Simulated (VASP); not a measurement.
# InSb (F-43m) in VASP: single point with HSE06

Aim: the single point of InSb with HSE06.

All numbers are computed with VASP 6.6.1; they aren't measurements. Logs are shortened: lines on timing, memory, paths and dates and some standing lists are left out, and cuts for length are marked.

**1. The cell of the first run**

The structure is cubic, space group F-43m (No. 216). Conventional cell: a = 6.520 Å, b = 6.520 Å, c = 6.520 Å, α = 90.00°, β = 90.00°, γ = 90.00°. In (site symmetry -43m) has 4 Sb at 2.82 Å within 3.7 Å. Within 3.7 Å of Sb (site symmetry -43m) lie 4 In at 2.82 Å.

**2. Single point, HSE06**

POSCAR

```
InSb
1.0
    0.0000000000      3.2600430000      3.2600430000
    3.2600430000      0.0000000000      3.2600430000
    3.2600430000      3.2600430000      0.0000000000
In Sb
1 1
Direct
    0.0000000000      0.0000000000      0.0000000000
    0.2500000000      0.2500000000      0.2500000000
```

INCAR.step1

```
SYSTEM = InSb
  PREC = Accurate
  ENCUT = 520
  EDIFF = 1E-5
  ISMEAR = -1
  SIGMA = 0.05
  LREAL = .False.
  LASPH = .True.
  NELM = 100
  ALGO = Normal
  ISIF = 2
  LWAVE = .True.
  LCHARG = .False.
  NBANDS = 16
  GGA = PE
  KPAR = 2
```

INCAR.step2

```
SYSTEM = InSb
  PREC = Accurate
  ENCUT = 520
  EDIFF = 1E-6
  ISMEAR = -1
  SIGMA = 0.05
  LREAL = .False.
  LASPH = .True.
  NELM = 100
  ALGO = Normal
  ISIF = 2
  LWAVE = .False.
  LCHARG = .False.
  GGA = PE
  LHFCALC = .True.
  HFSCREEN = 0.2079
  PRECFOCK = Normal
  NBANDS = 16
  ISTART = 1
  KPAR = 2
```

KPOINTS

```
regular mesh
0
Gamma
  6 6 6
  0 0 0
```

Potentials or basis: VASP PAW PBE potentials, release 64 (In_d, Sb).

Command:

```console
cat potpaw_PBE.64/In_d/POTCAR potpaw_PBE.64/Sb/POTCAR > POTCAR
cp INCAR.step1 INCAR
mpirun -np 2 vasp_std > vasp.out
cp INCAR.step2 INCAR
mpirun -np 2 vasp_std > vasp.out
```

OUTCAR:

```text
SYSTEM = InSb
   PREC = Accurate
   ENCUT = 520
   EDIFF = 1E-6
   ISMEAR = -1
   LREAL = .False.
   LASPH = .True.
   NELM = 100
   ISIF = 2
   GGA = PE
   LHFCALC = .True.
   HFSCREEN = 0.2079
   PRECFOCK = Normal
   ISTART = 1

 ion  position               nearest neighbor table
   1  0.000  0.000  0.000-   2 2.82   2 2.82   2 2.82   2 2.82
   2  0.250  0.250  0.250-   1 2.82   1 2.82   1 2.82   1 2.82

  LATTYP: Found a face centered cubic cell.
 ALAT       =     6.5200860000

  Lattice vectors:

 A1 = (   0.0000000000,   3.2600430000,   3.2600430000)
 A2 = (   3.2600430000,   0.0000000000,   3.2600430000)
 A3 = (   3.2600430000,   3.2600430000,   0.0000000000)

Analysis of symmetry for initial positions (statically):
=====================================================================
 Subroutine PRICEL returns:
 Original cell was already a primitive cell.

 Routine SETGRP: Setting up the symmetry group for a
 face centered cubic supercell.

 Subroutine GETGRP returns: Found 24 space group operations
 (whereof 24 operations were pure point group operations)
 out of a pool of 48 trial point group operations.

The static configuration has the point symmetry T_d .

Analysis of symmetry for dynamics (positions and initial velocities):
=====================================================================
 Subroutine PRICEL returns:
 Original cell was already a primitive cell.

 Routine SETGRP: Setting up the symmetry group for a
 face centered cubic supercell.

 Subroutine GETGRP returns: Found 24 space group operations
 (whereof 24 operations were pure point group operations)
 out of a pool of 48 trial point group operations.

The dynamic configuration has the point symmetry T_d .

 Subroutine INISYM returns: Found 24 space group operations
 (whereof 24 operations are pure point group operations),
 and found     1 'primitive' translations

----------------------------------------------------------------------------------------

                                     Primitive cell

  volume of cell :      69.2947

  direct lattice vectors                    reciprocal lattice vectors
     0.000000000  3.260043000  3.260043000    -0.153372210  0.153372210  0.153372210
     3.260043000  0.000000000  3.260043000     0.153372210 -0.153372210  0.153372210
     3.260043000  3.260043000  0.000000000     0.153372210  0.153372210 -0.153372210

  length of vectors
     4.610397025  4.610397025  4.610397025     0.265648460  0.265648460  0.265648460

  position of ions in fractional coordinates (direct lattice)
     0.000000000  0.000000000  0.000000000
     0.250000000  0.250000000  0.250000000

  ion indices of the primitive-cell ions
   primitive index   ion index
                 1           1
                 2           2

----------------------------------------------------------------------------------------

 KPOINTS: regular mesh

Automatic generation of k-mesh.
 Grid dimensions read from file:
 generate k-points for:    6    6    6

 Generating k-lattice:

  Cartesian coordinates                     Fractional coordinates (reciprocal lattice)
    -0.025562035  0.025562035  0.025562035     0.166666667  0.000000000  0.000000000
     0.025562035 -0.025562035  0.025562035     0.000000000  0.166666667  0.000000000
     0.025562035  0.025562035 -0.025562035     0.000000000  0.000000000  0.166666667

  Length of vectors
     0.044274743  0.044274743  0.044274743

  Shift w.r.t. Gamma in fractional coordinates (k-lattice)
     0.000000000  0.000000000  0.000000000

 Subroutine IBZKPT returns following result:
 ===========================================

 Found     16 irreducible k-points:

 Following reciprocal coordinates:
            Coordinates               Weight
  0.000000  0.000000  0.000000      1.000000
  0.166667  0.000000  0.000000      8.000000
  0.333333  0.000000  0.000000      8.000000
  0.500000  0.000000  0.000000      4.000000
  0.166667  0.166667  0.000000      6.000000
  0.333333  0.166667  0.000000     24.000000
[... 8 lines left out ...]
 -0.333333  0.333333  0.166667     24.000000
 -0.333333  0.500000  0.166667     12.000000
   k-points           NKPTS =     16   k-points in BZ     NKDIM =    216   number of bands    NBANDS=     16
   number of dos      NEDOS =    301   number of ions     NIONS =      2
   total plane-waves  NPLWV =  46656
   dimension x,y,z NGX =    36 NGY =   36 NGZ =   36
   dimension x,y,z NGXF=    72 NGYF=   72 NGZF=   72
   ions per type =               1   1
   NGX,Y,Z   is equivalent  to a cutoff of  12.98, 12.98, 12.98 a.u.
   NGXF,Y,Z  is equivalent  to a cutoff of  25.96, 25.96, 25.96 a.u.
 SYSTEM =  InSb
   PREC   = accura    normal or accurate (medium, high low for compatibility)
   ISTART =      1    job   : 0-new  1-cont  2-samecut
   ICHARG =      0    charge: 1-file 2-atom 10-const
   ISPIN  =      1    spin polarized calculation?
   LNONCOLLINEAR =      F non collinear calculations
   LSORBIT =      F    spin-orbit coupling
   LASPH  =      T    aspherical Exc in radial PAW
   ENCUT  =  520.0 eV  38.22 Ry    6.18 a.u.   8.57  8.57  8.57*2*pi/ulx,y,z
   NELM   =    100;   NELMIN=  2; NELMDL=  0     # of ELM steps
   EDIFF  = 0.1E-05   stopping-criterion for ELM
   LREAL  =      F    real-space projection
   EDIFFG = 0.1E-04   stopping-criterion for IOM
   NSW    =      0    number of steps for IOM
   IBRION =     -1    ionic relax: 0-MD 1-quasi-New 2-CG
   NFREE  =      0    steps in history (QN), initial steepest desc. (CG)
   ISIF   =      2    stress and relaxation
   ISYM   =      3    0-nonsym 1-usesym 2-fastsym
   POTIM  = 0.5000    time-step for ionic-motion
   TEBEG  =    0.0;   TEEND  =   0.0 temperature during run
   PSTRESS=    0.0 pullay stress
   NELECT =      18.0000    total number of electrons
   NUPDOWN=      -1.0000    fix difference up-down
   EMIN   =  10.00;   EMAX   =-10.00  energy-range for DOS
   EFERMI =   0.00;   METHOD = LEGACY
   ISMEAR =    -1;   SIGMA  =   0.05  broadening in eV -4-tet -1-fermi 0-gaus
   EFERMI_NEDOS =   21; number of points for ismear=-14 and -15
   IALGO  =     38    algorithm
   IMIX   =      1    mixing-type and parameters
     AMIX     =   0.40;   BMIX     =  1.00
     AMIX_MAG =   1.60;   BMIX_MAG =  1.00
  volume/ion in A,a.u.               =      34.65       233.81
  Fermi-wavevector in a.u.,A,eV,Ry     =   1.044557  1.973927 14.845321  1.091100
  Thomas-Fermi vector in A             =   2.179315
   LORBIT       =      0    0 simple, 1 ext, 2 COOP (PROOUT), +10 PAW based schemes
   GGA     = PE    functional components
   LHFCALC =     T    Hartree Fock is set to
   PRECFOCK=normal    Normal, Fast or Accurate (Low or Medium for compatibility)
   ENCUT4O =  -1.0   cutoff for four orbital integrals eV
   NKREDX  =     1    reduce k-point grid by
   NKREDY  =     1    reduce k-point grid by
   NKREDZ  =     1    reduce k-point grid by
   AEXX    =    0.2500 exact exchange contribution
   HFSCREEN=    0.2079 screening length (either q_TF or 0.3 A-1)
   HFSCREENC=   0.2079 screening length for correlation (either q_TF or 0.3 A-1)
   ENCUTFOCK=  -1.0 apply spherical cutoff to Coloumb kernel
   IVDW    =     0    specifies the selected vdW correction
   LEPSILON=     F    determine dielectric tensor
   LRPA    =     F    only Hartree local field effects (RPA)
 non-spin polarized calculation
  energy-cutoff  :      520.00
  volume of cell :       69.29
 maximum number of plane-waves:      1892
 NGX is ok and might be reduce to    36
  NGX = 28; NGY = 28; NGZ = 28

 number of electron      17.9999994 magnetization

 Free energy of the ion-electron system (eV)
  ---------------------------------------------------
  ext. energy  EPLUGINS =         0.00000000
  ---------------------------------------------------
  free energy    TOTEN  =        -8.45311142 eV

  energy without entropy =       -8.45295857  energy(sigma->0) =       -8.45303500

 E-fermi :   4.7388     XC(G=0):  -7.2005

 val. band max:        4.5139075763   @ k =   0.0000   0.0000   0.0000
 cond. band min:       4.9072905427   @ k =   0.0000   0.0000   0.0000
 fundamental gap:      0.3933829664
 Fermi energy:         4.7387839925

 k-point     1 :       0.0000    0.0000    0.0000
  band No.  band energies     occupation
      1     -11.8316      2.00000
      2     -11.8316      2.00000
      3     -11.8316      2.00000
      4     -11.7457      2.00000
      5     -11.7457      2.00000
      6      -7.0922      2.00000
[... 8 lines left out ...]
     15      13.5811      0.00000
     16      13.5811      0.00000

 k-point     2 :       0.1667    0.0000    0.0000
  band No.  band energies     occupation
      1     -11.8411      2.00000
      2     -11.8264      2.00000
      3     -11.8264      2.00000
      4     -11.7460      2.00000
      5     -11.7460      2.00000
      6      -6.8250      2.00000
[... 8 lines left out ...]
     15      12.6037      0.00000
     16      12.6037      0.00000

 k-point     3 :       0.3333    0.0000    0.0000
  band No.  band energies     occupation
      1     -11.8598      2.00000
      2     -11.8173      2.00000
      3     -11.8173      2.00000
      4     -11.7454      2.00000
      5     -11.7454      2.00000
      6      -6.1318      2.00000
[... 8 lines left out ...]
     15      13.0593      0.00000
     16      13.0593      0.00000

 k-point     4 :       0.5000    0.0000    0.0000
  band No.  band energies     occupation
      1     -11.8691      2.00000
      2     -11.8134      2.00000
      3     -11.8134      2.00000
      4     -11.7443      2.00000
      5     -11.7443      2.00000
      6      -5.6234      2.00000
[... 8 lines left out ...]
     15      14.6280      0.00000
     16      14.6280      0.00000

 k-point     5 :       0.1667    0.1667    0.0000
  band No.  band energies     occupation
      1     -11.8499      2.00000
      2     -11.8213      2.00000
      3     -11.8213      2.00000
      4     -11.7493      2.00000
      5     -11.7436      2.00000
      6      -6.7340      2.00000
[... 8 lines left out ...]
     15      12.7800      0.00000
     16      13.8792      0.00000

 k-point     6 :       0.3333    0.1667    0.0000
  band No.  band energies     occupation
      1     -11.8659      2.00000
      2     -11.8131      2.00000
      3     -11.8115      2.00000
      4     -11.7515      2.00000
      5     -11.7423      2.00000
      6      -6.1675      2.00000
[... 8 lines left out ...]
     15      13.7126      0.00000
     16      14.0349      0.00000
[... 115 lines left out ...]
 k-point    13 :       0.5000    0.5000    0.0000
  band No.  band energies     occupation
      1     -11.8997      2.00000
      2     -11.7896      2.00000
      3     -11.7896      2.00000
      4     -11.7634      2.00000
      5     -11.7375      2.00000
      6      -4.9635      2.00000
[... 8 lines left out ...]
     15      15.6219      0.00000
     16      15.9584      0.00000

 k-point    14 :       0.5000    0.3333    0.1667
  band No.  band energies     occupation
      1     -11.8786      2.00000
      2     -11.8068      2.00000
      3     -11.8018      2.00000
      4     -11.7533      2.00000
      5     -11.7422      2.00000
      6      -5.5631      2.00000
[... 8 lines left out ...]
     15      14.2535      0.00000
     16      15.7124      0.00000

 k-point    15 :      -0.3333    0.3333    0.1667
  band No.  band energies     occupation
      1     -11.8829      2.00000
      2     -11.8056      2.00000
      3     -11.7973      2.00000
      4     -11.7519      2.00000
      5     -11.7440      2.00000
      6      -5.1408      2.00000
[... 8 lines left out ...]
     15      15.0453      0.00000
     16      15.5182      0.00000

 k-point    16 :      -0.3333    0.5000    0.1667
  band No.  band energies     occupation
      1     -11.8910      2.00000
      2     -11.7996      2.00000
      3     -11.7915      2.00000
      4     -11.7571      2.00000
      5     -11.7414      2.00000
      6      -4.9353      2.00000
[... 8 lines left out ...]
     15      15.2108      0.00000
     16      15.9490      0.00000

------------------------ aborting loop because EDIFF is reached ----------------------------------------

  FORCE on cell =-STRESS in cart. coord.  units (eV):
  Direction    XX          YY          ZZ          XY          YZ          ZX
  --------------------------------------------------------------------------------------
  -------------------------------------------------------------------------------------
  Total        0.0401641      0.0401641      0.0401641     -0.0000000     -0.0000000      0.0000000
  in kB        0.9286417      0.9286417      0.9286417     -0.0000000     -0.0000000      0.0000000
  external PRESSURE =       0.9286417 kB  Pullay stress =       0.0000000 kB

 VOLUME and BASIS-vectors are now :
 -----------------------------------------------------------------------------
  energy-cutoff  :      520.00
  volume of cell :       69.29
      direct lattice vectors                 reciprocal lattice vectors
     0.000000000  3.260043000  3.260043000    -0.153372210  0.153372210  0.153372210
     3.260043000  0.000000000  3.260043000     0.153372210 -0.153372210  0.153372210
     3.260043000  3.260043000  0.000000000     0.153372210  0.153372210 -0.153372210

 POSITION                                       TOTAL-FORCE (eV/Angst)
 -----------------------------------------------------------------------------------
      0.00000      0.00000      0.00000         0.000000      0.000000      0.000000
      1.63002      1.63002      1.63002        -0.000000     -0.000000     -0.000000
 -----------------------------------------------------------------------------------
    total drift:                               -0.000005     -0.000002     -0.000001

  FREE ENERGIE OF THE ION-ELECTRON SYSTEM (eV)
  ---------------------------------------------------
  free  energy   TOTEN  =        -8.4531114228 eV

  energy  without entropy=       -8.4529585687  energy(sigma->0) =       -8.45303500
```

Run time: 35 min. Hardware: 2 MPI ranks of Intel Xeon Platinum 8488C (Sapphire Rapids), shared host; peak memory 0.33 GiB.

What came out:

- Free energy: -8.4531 eV
- Pressure: 0.1 GPa
- Band gap on the k mesh: 0.39 eV

Caveat: the PAW data sets were made with another functional, which shifts forces and pressure a little; spin-orbit coupling is left out, which moves the levels of the heavy elements.
